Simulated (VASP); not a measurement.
# Ti6H in VASP: single point with PBE

Aim: the single point of Ti6H with PBE.

Everything below comes from runs of VASP 6.6.1. Logs are shortened: lines on timing, memory, paths and dates and some standing lists are left out, and cuts for length are marked.

## (1) The cell of the first run

The cell holds a slab with vacuum, 7 atoms: a = 2.938 Å, b = 4.650 Å, c = 21.284 Å, α = 90.00°, β = 90.00°, γ = 90.00°.

## (2) Single point, PBE

File INCAR:

```
  PREC = Accurate
  ENCUT = 520
  EDIFF = 1E-6
  ISMEAR = 0
  SIGMA = 0.1
  LREAL = F
  LASPH = T
  NELM = 80
  ALGO = Normal
  ISIF = 2
  LWAVE = F
  LCHARG = F
  LDIPOL = T
  IDIPOL = 3
  DIPOL = 0.5 0.5 0.357
  GGA = PE
  NBANDS = 46
```

File KPOINTS:

```
Automatic mesh
0
Gamma
  9 6 1
```

File POSCAR:

```
Ti6H
1.0
    2.9381632085      0.0000000000      0.0000000000
    0.0000000000      4.6504654182      0.0000000000
    0.0000000000      0.0000000000     21.2842242132
Ti H
6 1
Direct
    0.0000000000      0.7500000000      0.1879326190
    0.5000000000      0.2500000000      0.2277825403
    0.5000000000      0.7500000000      0.3074823829
    0.0000000000      0.2500000000      0.3461291980
    0.0000000000      0.7500000000      0.4195916448
    0.5000000000      0.2500000000      0.4640530002
    0.5000000000      0.2500000000      0.5454440482
```

Potentials or basis: VASP PAW PBE potentials, release 64 (Ti_sv, H).

Run with:

```bash
$ cat potpaw_PBE.64/Ti_sv/POTCAR potpaw_PBE.64/H/POTCAR > POTCAR
$ mpirun -np 1 vasp_std > vasp.out
```

OUTCAR:

```text
PREC = Accurate
   ENCUT = 520
   EDIFF = 1E-6
   ISMEAR = 0
   LREAL = F
   LASPH = T
   NELM = 80
   ISIF = 2
   GGA = PE

 ion  position               nearest neighbor table
   1  0.000  0.750  0.188-   2 2.88   2 2.88   2 2.88   2 2.88
   2  0.500  0.250  0.228-   1 2.88   1 2.88   1 2.88   1 2.88   3 2.88   3 2.88   4 2.92   4 2.92

   3  0.500  0.750  0.307-   5 2.80   5 2.80   4 2.87   4 2.87   4 2.87   4 2.87   2 2.88   2 2.88

   4  0.000  0.250  0.346-   5 2.80   5 2.80   3 2.87   3 2.87   3 2.87   3 2.87   6 2.91   6 2.91
                             2 2.92   2 2.92
   5  0.000  0.750  0.420-   4 2.80   4 2.80   3 2.80   3 2.80   6 2.91   6 2.91   6 2.91   6 2.91

   6  0.500  0.250  0.464-   7 1.73   4 2.91   4 2.91   5 2.91   5 2.91   5 2.91   5 2.91
   7  0.500  0.250  0.545-   6 1.73

  LATTYP: Found a simple orthorhombic cell.
 ALAT       =     2.9381632085
 B/A-ratio  =     1.5827798145
 C/A-ratio  =     7.2440578357

  Lattice vectors:

 A1 = (   2.9381632085,   0.0000000000,   0.0000000000)
 A2 = (   0.0000000000,   4.6504654182,   0.0000000000)
 A3 = (   0.0000000000,   0.0000000000,  21.2842242132)

Analysis of symmetry for initial positions (statically):
=====================================================================
 Subroutine PRICEL returns:
 Original cell was already a primitive cell.

 Routine SETGRP: Setting up the symmetry group for a
 simple orthorhombic supercell.

 Subroutine GETGRP returns: Found  4 space group operations
 (whereof  2 operations were pure point group operations)
 out of a pool of  8 trial point group operations.

The static configuration has the point symmetry C_1h.
 The point group associated with its full space group is C_2v.

Analysis of symmetry for dynamics (positions and initial velocities):
=====================================================================
 Subroutine PRICEL returns:
 Original cell was already a primitive cell.

 Routine SETGRP: Setting up the symmetry group for a
 simple orthorhombic supercell.

 Subroutine GETGRP returns: Found  4 space group operations
 (whereof  2 operations were pure point group operations)
 out of a pool of  8 trial point group operations.

The dynamic configuration has the point symmetry C_1h.
 The point group associated with its full space group is C_2v.

 Subroutine INISYM returns: Found  4 space group operations
 (whereof  2 operations are pure point group operations),
 and found     1 'primitive' translations

----------------------------------------------------------------------------------------

                                     Primitive cell

  volume of cell :     290.8239

  direct lattice vectors                    reciprocal lattice vectors
     2.938163208  0.000000000  0.000000000     0.340348690  0.000000000  0.000000000
     0.000000000  4.650465418  0.000000000     0.000000000  0.215032241  0.000000000
     0.000000000  0.000000000 21.284224213     0.000000000  0.000000000  0.046983155

  length of vectors
     2.938163208  4.650465418 21.284224213     0.340348690  0.215032241  0.046983155

  position of ions in fractional coordinates (direct lattice)
     0.000000000  0.750000000  0.187932619
     0.500000000  0.250000000  0.227782540
     0.500000000  0.750000000  0.307482383
     0.000000000  0.250000000  0.346129198
     0.000000000  0.750000000  0.419591645
     0.500000000  0.250000000  0.464053000
     0.500000000  0.250000000  0.545444048

  ion indices of the primitive-cell ions
   primitive index   ion index
                 1           1
                 2           2
                 3           3
                 4           4
                 5           5
                 6           6
                 7           7

----------------------------------------------------------------------------------------

 KPOINTS: Automatic mesh

Automatic generation of k-mesh.
 Grid dimensions read from file:
 generate k-points for:    9    6    1

 Generating k-lattice:

  Cartesian coordinates                     Fractional coordinates (reciprocal lattice)
     0.037816521  0.000000000  0.000000000     0.111111111  0.000000000  0.000000000
     0.000000000  0.035838707  0.000000000     0.000000000  0.166666667  0.000000000
     0.000000000  0.000000000  0.046983155     0.000000000  0.000000000  1.000000000

  Length of vectors
     0.037816521  0.035838707  0.046983155

  Shift w.r.t. Gamma in fractional coordinates (k-lattice)
     0.000000000  0.000000000  0.000000000

 Subroutine IBZKPT returns following result:
 ===========================================

 Found     20 irreducible k-points:

 Following reciprocal coordinates:
            Coordinates               Weight
  0.000000  0.000000  0.000000      1.000000
  0.111111  0.000000  0.000000      2.000000
  0.222222  0.000000  0.000000      2.000000
  0.333333  0.000000  0.000000      2.000000
  0.444444  0.000000  0.000000      2.000000
  0.000000  0.166667  0.000000      2.000000
[... 12 lines left out ...]
  0.333333  0.500000  0.000000      2.000000
  0.444444  0.500000  0.000000      2.000000
   k-points           NKPTS =     20   k-points in BZ     NKDIM =     20   number of bands    NBANDS=     46
   number of dos      NEDOS =    301   number of ions     NIONS =      7
   total plane-waves  NPLWV = 138240
   dimension x,y,z NGX =    24 NGY =   36 NGZ =  160
   dimension x,y,z NGXF=    48 NGYF=   72 NGZF=  320
   ions per type =               6   1
   NGX,Y,Z   is equivalent  to a cutoff of  13.58, 12.87, 12.50 a.u.
   NGXF,Y,Z  is equivalent  to a cutoff of  27.16, 25.74, 24.99 a.u.
 SYSTEM =  unknown system
   PREC   = accura    normal or accurate (medium, high low for compatibility)
   ISTART =      0    job   : 0-new  1-cont  2-samecut
   ICHARG =      2    charge: 1-file 2-atom 10-const
   ISPIN  =      1    spin polarized calculation?
   LNONCOLLINEAR =      F non collinear calculations
   LSORBIT =      F    spin-orbit coupling
   LASPH  =      T    aspherical Exc in radial PAW
   ENCUT  =  520.0 eV  38.22 Ry    6.18 a.u.   5.46  8.65 39.57*2*pi/ulx,y,z
   NELM   =     80;   NELMIN=  2; NELMDL= -5     # of ELM steps
   EDIFF  = 0.1E-05   stopping-criterion for ELM
   LREAL  =      F    real-space projection
   EDIFFG = 0.1E-04   stopping-criterion for IOM
   NSW    =      0    number of steps for IOM
   IBRION =     -1    ionic relax: 0-MD 1-quasi-New 2-CG
   NFREE  =      0    steps in history (QN), initial steepest desc. (CG)
   ISIF   =      2    stress and relaxation
   ISYM   =      2    0-nonsym 1-usesym 2-fastsym
   POTIM  = 0.5000    time-step for ionic-motion
   TEBEG  =    0.0;   TEEND  =   0.0 temperature during run
   PSTRESS=    0.0 pullay stress
   NELECT =      73.0000    total number of electrons
   NUPDOWN=      -1.0000    fix difference up-down
   EMIN   =  10.00;   EMAX   =-10.00  energy-range for DOS
   EFERMI =   0.00;   METHOD = LEGACY
   ISMEAR =     0;   SIGMA  =   0.10  broadening in eV -4-tet -1-fermi 0-gaus
   EFERMI_NEDOS =   21; number of points for ismear=-14 and -15
   IALGO  =     38    algorithm
   IMIX   =      4    mixing-type and parameters
     AMIX     =   0.40;   BMIX     =  1.00
     AMIX_MAG =   1.60;   BMIX_MAG =  1.00
  volume/ion in A,a.u.               =      41.55       280.37
  Fermi-wavevector in a.u.,A,eV,Ry     =   1.032696  1.951512 14.510077  1.066461
  Thomas-Fermi vector in A             =   2.166906
   LORBIT       =      0    0 simple, 1 ext, 2 COOP (PROOUT), +10 PAW based schemes
   GGA     = PE    functional components
   LHFCALC =     F    Hartree Fock is set to
   AEXX    =    0.0000 exact exchange contribution
   IVDW    =     0    specifies the selected vdW correction
   LEPSILON=     F    determine dielectric tensor
   LRPA    =     F    only Hartree local field effects (RPA)
 non-spin polarized calculation
 Gauss-broadening in eV      SIGMA  =   0.10
  energy-cutoff  :      520.00
  volume of cell :      290.82
 maximum number of plane-waves:      7881
 NGX is ok and might be reduce to    24
   NGX = 11   NGY = 17   NGZ = 79

 dipolmoment           0.000000      0.000000     -0.427087 electrons x Angstroem

 number of electron      73.0000015 magnetization

 dipolmoment           0.000000      0.000000      0.202909 electrons x Angstroem

 Free energy of the ion-electron system (eV)
  ---------------------------------------------------
  ext. energy  EPLUGINS =         0.00000000
  ---------------------------------------------------
  free energy    TOTEN  =       -46.69950386 eV

  energy without entropy =      -46.65252258  energy(sigma->0) =      -46.67601322

 E-fermi :  -0.1397     XC(G=0):  -5.1903

 val. band max:       -0.1522143066   @ k =   0.2222   0.1667   0.0000
 cond. band min:      -0.1365849845   @ k =   0.1111   0.5000   0.0000
 fundamental gap:      0.0156293222
 Fermi energy:        -0.1397169818

 k-point     1 :       0.0000    0.0000    0.0000
  band No.  band energies     occupation
      1     -57.1859      2.00000
      2     -56.9885      2.00000
      3     -56.9033      2.00000
      4     -56.8695      2.00000
      5     -56.8327      2.00000
      6     -56.7603      2.00000
[... 38 lines left out ...]
     45       1.0210      0.00000
     46       1.2498      0.00000

 k-point     2 :       0.1111    0.0000    0.0000
  band No.  band energies     occupation
      1     -57.1808      2.00000
      2     -56.9811      2.00000
      3     -56.9003      2.00000
      4     -56.8673      2.00000
      5     -56.8272      2.00000
      6     -56.7587      2.00000
[... 38 lines left out ...]
     45       1.0758      0.00000
     46       1.1873      0.00000

 k-point     3 :       0.2222    0.0000    0.0000
  band No.  band energies     occupation
      1     -57.1677      2.00000
      2     -56.9613      2.00000
      3     -56.8935      2.00000
      4     -56.8620      2.00000
      5     -56.8126      2.00000
      6     -56.7555      2.00000
[... 38 lines left out ...]
     45       0.9464      0.00000
     46       1.2355      0.00000

 k-point     4 :       0.3333    0.0000    0.0000
  band No.  band energies     occupation
      1     -57.1528      2.00000
      2     -56.9352      2.00000
      3     -56.8891      2.00000
      4     -56.8561      2.00000
      5     -56.7939      2.00000
      6     -56.7537      2.00000
[... 724 lines left out ...]
     45       0.8491      0.00000
     46       1.2276      0.00000

 k-point    19 :       0.3333    0.5000    0.0000
  band No.  band energies     occupation
      1     -57.1507      2.00000
      2     -56.9115      2.00000
      3     -56.8864      2.00000
      4     -56.8785      2.00000
      5     -56.7841      2.00000
      6     -56.7697      2.00000
[... 38 lines left out ...]
     45       1.0360      0.00000
     46       1.4751      0.00000

 k-point    20 :       0.4444    0.5000    0.0000
  band No.  band energies     occupation
      1     -57.1426      2.00000
      2     -56.8990      2.00000
      3     -56.8824      2.00000
      4     -56.8689      2.00000
      5     -56.7769      2.00000
      6     -56.7638      2.00000
[... 38 lines left out ...]
     45       1.5087      0.00000
     46       1.6175      0.00000

------------------------ aborting loop because EDIFF is reached ----------------------------------------

 vacuum level on the upper side and lower side of the slab       (xc-potential included)         1.304        -1.407

  FORCE on cell =-STRESS in cart. coord.  units (eV):
  Direction    XX          YY          ZZ          XY          YZ          ZX
  --------------------------------------------------------------------------------------
  -------------------------------------------------------------------------------------
  Total       -2.3308016     -1.6925239     -0.8070021      0.0000000      0.0000000      0.0000000
  in kB      -12.8406123     -9.3242782     -4.4458531      0.0000000      0.0000000      0.0000000
  external PRESSURE =      -8.8702479 kB  Pullay stress =       0.0000000 kB

 VOLUME and BASIS-vectors are now :
 -----------------------------------------------------------------------------
  energy-cutoff  :      520.00
  volume of cell :      290.82
      direct lattice vectors                 reciprocal lattice vectors
     2.938163208  0.000000000  0.000000000     0.340348690  0.000000000  0.000000000
     0.000000000  4.650465418  0.000000000     0.000000000  0.215032241  0.000000000
     0.000000000  0.000000000 21.284224213     0.000000000  0.000000000  0.046983155

 POSITION                                       TOTAL-FORCE (eV/Angst)
 -----------------------------------------------------------------------------------
      0.00000      3.48785      4.00000         0.000000      0.000000      0.254401
      1.46908      1.16262      4.84817         0.000000      0.000000      0.091729
      1.46908      3.48785      6.54452         0.000000      0.000000     -0.441848
      0.00000      1.16262      7.36709         0.000000      0.000000      0.114387
      0.00000      3.48785      8.93068         0.000000      0.000000     -0.008055
      1.46908      1.16262      9.87701         0.000000      0.000000     -0.004117
      1.46908      1.16262     11.60935         0.000000      0.000000     -0.006497
 -----------------------------------------------------------------------------------
    total drift:                                0.000000      0.000000      0.000112

  FREE ENERGIE OF THE ION-ELECTRON SYSTEM (eV)
  ---------------------------------------------------
  free  energy   TOTEN  =       -46.6995038641 eV

  energy  without entropy=      -46.6525225795  energy(sigma->0) =      -46.67601322

 vacuum level on the upper side and lower side of the slab         6.273         3.471
```

It took 6.7 min on 1 thread of AMD EPYC 9R45 (Zen 5), shared host; peak memory 0.42 GiB.

Results:

| Property | Result |
| --- | --- |
| Free energy | -46.6995 eV |
| Largest force | 0.442 eV/Å |

Forces on the atoms (eV/Å):
```
Ti   0.000  0.000  0.254
Ti   0.000  0.000  0.092
Ti   0.000  0.000 -0.442
Ti   0.000  0.000  0.114
Ti   0.000  0.000 -0.008
Ti   0.000  0.000 -0.004
H    0.000  0.000 -0.006
```

Levels at points of the mesh, in eV from the Fermi level:
| k point | band 35 | band 36 | band 37 | band 38 | band 39 | band 40 |
| --- | --- | --- | --- | --- | --- | --- |
| (0.00, 0.00, 0.00) | -0.20 | 0.14 | 0.45 | 0.57 | 0.66 | 0.96 |
| (0.00, 0.50, 0.00) | -0.34 | 0.05 | 0.17 | 0.25 | 0.40 | 0.55 |
